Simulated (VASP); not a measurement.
# CaS (Fm-3m) in VASP: density of states with revPBE

Aim: the density of states of CaS with revPBE.

Everything below comes from runs of VASP 6.6.1. Logs are shortened: lines on timing, memory, paths and dates and some standing lists are left out, and cuts for length are marked.

### 1 The cell of the first run

The structure is cubic, space group Fm-3m (No. 225). The conventional cell has a = 6.210 Å, b = 6.210 Å, c = 6.210 Å, α = 90.00°, β = 90.00°, γ = 90.00°. Ca (site symmetry m-3m) has 6 S at 3.11 Å within 4.1 Å. S (site symmetry m-3m) has 6 Ca at 3.11 Å within 4.1 Å.

### 2 Density of states, revPBE

POSCAR reads:

```
CaS
1.0
    0.0000000000      3.1050582390      3.1050582390
    3.1050582390      0.0000000000      3.1050582390
    3.1050582390      3.1050582390      0.0000000000
Ca S
1 1
Direct
    0.0000000000      0.0000000000      0.0000000000
    0.5000000000      0.5000000000      0.5000000000
```

INCAR.step1 reads:

```
PREC = Accurate ; ENCUT = 400
EDIFF = 1E-6 ; ISMEAR = -1
SIGMA = 0.025851999786435532 ; LREAL = False
LASPH = True ; NELM = 120
ALGO = Normal ; ISIF = 2
LWAVE = False ; LCHARG = True
GGA = RE ; NELECT = 18.0
ISYM = 0 ; NBANDS = 15
GGA_COMPAT = False ; NEDOS = 2001
LORBIT = 11
```

KPOINTS.step1 reads:

```
Automatic mesh
0
Gamma
  2 2 2
  0.25 0.25 0.25
```

INCAR.step2 reads:

```
PREC = Accurate ; ENCUT = 400
EDIFF = 1E-6 ; ISMEAR = 0
SIGMA = 0.025851999786435532 ; LREAL = False
LASPH = True ; NELM = 120
ALGO = Normal ; ISIF = 2
LWAVE = False ; LCHARG = False
GGA = RE ; LORBIT = 11
NEDOS = 2001 ; ICHARG = 11
NELECT = 18.0 ; ISYM = 0
GGA_COMPAT = False
```

KPOINTS.step2 reads:

```
regular mesh
0
Gamma
  3 3 3
```

Potentials or basis: VASP PAW PBE potentials, release 64 (Ca_sv, S).

On the command line:

```
> cat potpaw_PBE.64/Ca_sv/POTCAR potpaw_PBE.64/S/POTCAR > POTCAR
> cp INCAR.step1 INCAR
> cp KPOINTS.step1 KPOINTS
> mpirun -np 1 vasp_std > vasp.out
> cp INCAR.step2 INCAR
> cp KPOINTS.step2 KPOINTS
> mpirun -np 1 vasp_std > vasp.out
```

OUTCAR:

```text
PREC = Accurate
   ENCUT = 400
   EDIFF = 1E-6
   ISMEAR = 0
   LREAL = False
   LASPH = True
   NELM = 120
   ISIF = 2
   GGA = RE
   LORBIT = 11
   ICHARG = 11
   NELECT = 18.0
   ISYM = 0

 ion  position               nearest neighbor table
   1  0.000  0.000  0.000-
   2  0.500  0.500  0.500-

IMPORTANT INFORMATION: All symmetrisations will be switched off!
NOSYMM: (Re-)initialisation of all symmetry stuff for point group C_1.

----------------------------------------------------------------------------------------

                                     Primitive cell

  volume of cell :      59.8741

  direct lattice vectors                    reciprocal lattice vectors
     0.000000000  3.105058239  3.105058239    -0.161027575  0.161027575  0.161027575
     3.105058239  0.000000000  3.105058239     0.161027575 -0.161027575  0.161027575
     3.105058239  3.105058239  0.000000000     0.161027575  0.161027575 -0.161027575

  length of vectors
     4.391215474  4.391215474  4.391215474     0.278907942  0.278907942  0.278907942

  position of ions in fractional coordinates (direct lattice)
     0.000000000  0.000000000  0.000000000
     0.500000000  0.500000000  0.500000000

  ion indices of the primitive-cell ions
   primitive index   ion index
                 1           1
                 2           2

----------------------------------------------------------------------------------------

 KPOINTS: regular mesh

Automatic generation of k-mesh.
 Grid dimensions read from file:
 generate k-points for:    3    3    3

 Generating k-lattice:

  Cartesian coordinates                     Fractional coordinates (reciprocal lattice)
    -0.053675858  0.053675858  0.053675858     0.333333333  0.000000000  0.000000000
     0.053675858 -0.053675858  0.053675858     0.000000000  0.333333333  0.000000000
     0.053675858  0.053675858 -0.053675858     0.000000000  0.000000000  0.333333333

  Length of vectors
     0.092969314  0.092969314  0.092969314

  Shift w.r.t. Gamma in fractional coordinates (k-lattice)
     0.000000000  0.000000000  0.000000000

 Subroutine IBZKPT returns following result:
 ===========================================

 Found     14 irreducible k-points:

 Following reciprocal coordinates:
            Coordinates               Weight
  0.000000  0.000000  0.000000      1.000000
  0.333333  0.000000  0.000000      2.000000
  0.000000  0.333333  0.000000      2.000000
  0.000000  0.000000  0.333333      2.000000
  0.333333  0.333333  0.333333      2.000000
  0.333333  0.333333  0.000000      2.000000
  0.000000  0.333333  0.333333      2.000000
  0.333333  0.000000  0.333333      2.000000
 -0.333333  0.333333  0.000000      2.000000
  0.000000 -0.333333  0.333333      2.000000
  0.333333  0.000000 -0.333333      2.000000
  0.333333  0.333333 -0.333333      2.000000
 -0.333333  0.333333 -0.333333      2.000000
  0.333333 -0.333333 -0.333333      2.000000
   k-points           NKPTS =     14   k-points in BZ     NKDIM =     14   number of bands    NBANDS=     13
   number of dos      NEDOS =   2001   number of ions     NIONS =      2
   total plane-waves  NPLWV =  27000
   dimension x,y,z NGX =    30 NGY =   30 NGZ =   30
   dimension x,y,z NGXF=    60 NGYF=   60 NGZF=   60
   ions per type =               1   1
   NGX,Y,Z   is equivalent  to a cutoff of  11.36, 11.36, 11.36 a.u.
   NGXF,Y,Z  is equivalent  to a cutoff of  22.72, 22.72, 22.72 a.u.
 SYSTEM =  unknown system
   PREC   = accura    normal or accurate (medium, high low for compatibility)
   ISTART =      0    job   : 0-new  1-cont  2-samecut
   ICHARG =     11    charge: 1-file 2-atom 10-const
   ISPIN  =      1    spin polarized calculation?
   LNONCOLLINEAR =      F non collinear calculations
   LSORBIT =      F    spin-orbit coupling
   LASPH  =      T    aspherical Exc in radial PAW
   ENCUT  =  400.0 eV  29.40 Ry    5.42 a.u.   7.16  7.16  7.16*2*pi/ulx,y,z
   NELM   =    120;   NELMIN=  2; NELMDL=  0     # of ELM steps
   EDIFF  = 0.1E-05   stopping-criterion for ELM
   LREAL  =      F    real-space projection
   EDIFFG = 0.1E-04   stopping-criterion for IOM
   NSW    =      0    number of steps for IOM
   IBRION =     -1    ionic relax: 0-MD 1-quasi-New 2-CG
   NFREE  =      0    steps in history (QN), initial steepest desc. (CG)
   ISIF   =      2    stress and relaxation
   ISYM   =      0    0-nonsym 1-usesym 2-fastsym
   POTIM  = 0.5000    time-step for ionic-motion
   TEBEG  =    0.0;   TEEND  =   0.0 temperature during run
   PSTRESS=    0.0 pullay stress
   NELECT =      18.0000    total number of electrons
   NUPDOWN=      -1.0000    fix difference up-down
   EMIN   =  10.00;   EMAX   =-10.00  energy-range for DOS
   EFERMI =   0.00;   METHOD = LEGACY
   ISMEAR =     0;   SIGMA  =   0.03  broadening in eV -4-tet -1-fermi 0-gaus
   EFERMI_NEDOS =   21; number of points for ismear=-14 and -15
   IALGO  =     38    algorithm
   IMIX   =      4    mixing-type and parameters
     AMIX     =   0.40;   BMIX     =  1.00
     AMIX_MAG =   1.60;   BMIX_MAG =  1.00
  volume/ion in A,a.u.               =      29.94       202.03
  Fermi-wavevector in a.u.,A,eV,Ry     =   1.096695  2.072453 16.364274  1.202740
  Thomas-Fermi vector in A             =   2.233042
   LORBIT       =     11    0 simple, 1 ext, 2 COOP (PROOUT), +10 PAW based schemes
   GGA     = RE    functional components
   LHFCALC =     F    Hartree Fock is set to
   AEXX    =    0.0000 exact exchange contribution
   IVDW    =     0    specifies the selected vdW correction
   LEPSILON=     F    determine dielectric tensor
   LRPA    =     F    only Hartree local field effects (RPA)
 non-spin polarized calculation
 Gauss-broadening in eV      SIGMA  =   0.03
  energy-cutoff  :      400.00
  volume of cell :       59.87
 maximum number of plane-waves:      1113
 NGX is ok and might be reduce to    30

 number of electron      17.9999995 magnetization

 Free energy of the ion-electron system (eV)
  ---------------------------------------------------
  ext. energy  EPLUGINS =         0.00000000
  ---------------------------------------------------
  free energy    TOTEN  =        -0.18621469 eV

  energy without entropy =       -0.18614162  energy(sigma->0) =       -0.18617815

 E-fermi :   4.6902     XC(G=0):  -9.1865

 val. band max:        4.6316878727   @ k =   0.0000  -0.3333   0.3333
 cond. band min:       4.7409390078   @ k =   0.0000   0.0000   0.0000
 fundamental gap:      0.1092511351
 Fermi energy:         4.6901854523

 k-point     1 :       0.0000    0.0000    0.0000
  band No.  band energies     occupation
      1     -38.5296      2.00000
      2     -19.5097      2.00000
      3     -19.5097      2.00000
      4     -19.5097      2.00000
      5     -10.1693      2.00000
      6       0.4828      2.00000
      7       0.4828      2.00000
      8       0.4828      2.00000
      9       2.7637      2.00000
     10       4.7409      0.00550
     11       4.7409      0.00550
     12       4.7409      0.00550
     13       5.4403      0.00000

 k-point     2 :       0.3333    0.0000    0.0000
  band No.  band energies     occupation
      1     -38.5273      2.00000
      2     -19.5559      2.00000
      3     -19.5141      2.00000
      4     -19.5141      2.00000
      5      -9.8463      2.00000
      6      -1.5519      2.00000
      7      -0.0837      2.00000
      8      -0.0837      2.00000
      9       4.2799      2.00000
     10       5.8153      0.00000
     11       5.8153      0.00000
     12       5.8616      0.00000
     13       6.9245      0.00000

 k-point     3 :       0.0000    0.3333    0.0000
  band No.  band energies     occupation
      1     -38.5273      2.00000
      2     -19.5559      2.00000
      3     -19.5141      2.00000
      4     -19.5141      2.00000
      5      -9.8463      2.00000
      6      -1.5519      2.00000
      7      -0.0837      2.00000
      8      -0.0837      2.00000
      9       4.2799      2.00000
     10       5.8153      0.00000
     11       5.8153      0.00000
     12       5.8616      0.00000
     13       6.9245      0.00000

 k-point     4 :       0.0000    0.0000    0.3333
  band No.  band energies     occupation
      1     -38.5273      2.00000
      2     -19.5559      2.00000
      3     -19.5141      2.00000
      4     -19.5141      2.00000
      5      -9.8463      2.00000
      6      -1.5519      2.00000
      7      -0.0837      2.00000
      8      -0.0837      2.00000
      9       4.2799      2.00000
     10       5.8153      0.00000
     11       5.8153      0.00000
     12       5.8616      0.00000
     13       6.9245      0.00000

 k-point     5 :       0.3333    0.3333    0.3333
  band No.  band energies     occupation
      1     -38.5273      2.00000
      2     -19.5559      2.00000
      3     -19.5141      2.00000
      4     -19.5141      2.00000
      5      -9.8463      2.00000
      6      -1.5519      2.00000
      7      -0.0837      2.00000
      8      -0.0837      2.00000
      9       4.2799      2.00000
     10       5.8153      0.00000
     11       5.8153      0.00000
     12       5.8616      0.00000
     13       6.9245      0.00000

 k-point     6 :       0.3333    0.3333    0.0000
  band No.  band energies     occupation
      1     -38.5265      2.00000
      2     -19.5481      2.00000
      3     -19.5242      2.00000
      4     -19.5242      2.00000
      5      -9.8360      2.00000
      6      -1.3501      2.00000
      7      -0.0670      2.00000
      8      -0.0670      2.00000
      9       3.3893      2.00000
     10       4.8482      0.00000
     11       5.9619      0.00000
     12       6.6380      0.00000
     13       6.6381      0.00000

 k-point     7 :       0.0000    0.3333    0.3333
  band No.  band energies     occupation
      1     -38.5265      2.00000
      2     -19.5481      2.00000
      3     -19.5242      2.00000
      4     -19.5242      2.00000
      5      -9.8360      2.00000
      6      -1.3501      2.00000
      7      -0.0670      2.00000
      8      -0.0670      2.00000
      9       3.3893      2.00000
     10       4.8482      0.00000
     11       5.9619      0.00000
     12       6.6380      0.00000
     13       6.6380      0.00000
[... 33 lines left out ...]
 k-point    10 :       0.0000   -0.3333    0.3333
  band No.  band energies     occupation
      1     -38.5258      2.00000
      2     -19.5492      2.00000
      3     -19.5441      2.00000
      4     -19.5215      2.00000
      5      -9.7215      2.00000
      6      -1.2903      2.00000
      7      -1.0228      2.00000
      8      -0.2661      2.00000
      9       4.6317      1.99863
     10       5.9065      0.00000
     11       6.1568      0.00000
     12       6.4084      0.00000
     13       7.0063      0.00000

 k-point    11 :       0.3333    0.0000   -0.3333
  band No.  band energies     occupation
      1     -38.5258      2.00000
      2     -19.5492      2.00000
      3     -19.5441      2.00000
      4     -19.5215      2.00000
      5      -9.7215      2.00000
      6      -1.2903      2.00000
      7      -1.0228      2.00000
      8      -0.2661      2.00000
      9       4.6317      1.99863
     10       5.9065      0.00000
     11       6.1568      0.00000
     12       6.4082      0.00000
     13       6.9905      0.00000

 k-point    12 :       0.3333    0.3333   -0.3333
  band No.  band energies     occupation
      1     -38.5258      2.00000
      2     -19.5492      2.00000
      3     -19.5441      2.00000
      4     -19.5215      2.00000
      5      -9.7215      2.00000
      6      -1.2903      2.00000
      7      -1.0228      2.00000
      8      -0.2661      2.00000
      9       4.6317      1.99863
     10       5.9065      0.00000
     11       6.1569      0.00000
     12       6.4088      0.00000
     13       7.0038      0.00000

 k-point    13 :      -0.3333    0.3333   -0.3333
  band No.  band energies     occupation
      1     -38.5258      2.00000
      2     -19.5492      2.00000
      3     -19.5441      2.00000
      4     -19.5215      2.00000
      5      -9.7215      2.00000
      6      -1.2903      2.00000
      7      -1.0228      2.00000
      8      -0.2661      2.00000
      9       4.6317      1.99863
     10       5.9065      0.00000
     11       6.1568      0.00000
     12       6.4082      0.00000
     13       6.9963      0.00000

 k-point    14 :       0.3333   -0.3333   -0.3333
  band No.  band energies     occupation
      1     -38.5258      2.00000
      2     -19.5492      2.00000
      3     -19.5441      2.00000
      4     -19.5215      2.00000
      5      -9.7215      2.00000
      6      -1.2903      2.00000
      7      -1.0228      2.00000
      8      -0.2661      2.00000
      9       4.6317      1.99863
     10       5.9065      0.00000
     11       6.1571      0.00000
     12       6.4082      0.00000
     13       7.0042      0.00000

------------------------ aborting loop because EDIFF is reached ----------------------------------------

  FORCE on cell =-STRESS in cart. coord.  units (eV):
  Direction    XX          YY          ZZ          XY          YZ          ZX
  --------------------------------------------------------------------------------------
  -------------------------------------------------------------------------------------
  Total       11.0113351     11.0113199     11.0113613     -0.0000013      0.0000212      0.0000066
  in kB      294.6533049    294.6528964    294.6540048     -0.0000358      0.0005670      0.0001774
  external PRESSURE =     294.6534020 kB  Pullay stress =       0.0000000 kB

 VOLUME and BASIS-vectors are now :
 -----------------------------------------------------------------------------
  energy-cutoff  :      400.00
  volume of cell :       59.87
      direct lattice vectors                 reciprocal lattice vectors
     0.000000000  3.105058239  3.105058239    -0.161027575  0.161027575  0.161027575
     3.105058239  0.000000000  3.105058239     0.161027575 -0.161027575  0.161027575
     3.105058239  3.105058239  0.000000000     0.161027575  0.161027575 -0.161027575

 POSITION                                       TOTAL-FORCE (eV/Angst)
 -----------------------------------------------------------------------------------
      0.00000      0.00000      0.00000         0.000010      0.000006      0.000021
      3.10506      3.10506      3.10506        -0.000010     -0.000006     -0.000021
 -----------------------------------------------------------------------------------
    total drift:                               -0.000016      0.000009     -0.000016

  FREE ENERGIE OF THE ION-ELECTRON SYSTEM (eV)
  ---------------------------------------------------
  free  energy   TOTEN  =        -0.1862146876 eV

  energy  without entropy=       -0.1861416195  energy(sigma->0) =       -0.18617815

 total charge

# of ion       s       p       d       tot
------------------------------------------
    1        2.045   5.851   0.562   8.458
    2        1.373   2.406   0.000   3.780
--------------------------------------------------
tot          3.418   8.258   0.562  12.237
```

Run time: 12 s. Hardware: 1 thread of Intel Xeon 6975P-C (Granite Rapids), shared host; peak memory 0.17 GiB.

What came out:

| Property | Result |
| --- | --- |
| Valence electrons inside the program's atomic spheres | Ca 8.46; S 3.78 |

Levels at points of the mesh, in eV from the Fermi level:
```
           k point  band 6  band 7  band 8  band 9  band 10  band 11  band 12  band 13
(0.00, 0.00, 0.00)   -4.21   -4.21   -4.21   -1.93     0.05     0.05     0.05     0.75
```

Caveat: the k points lie up to 0.88 Å⁻¹ apart; the cell carries a net charge on a neutralising background, which shifts energy and pressure; the cell is charged against a uniform background, so pressure and absolute levels hang on convention; the PAW data sets were made with another functional, which shifts forces and pressure a little.
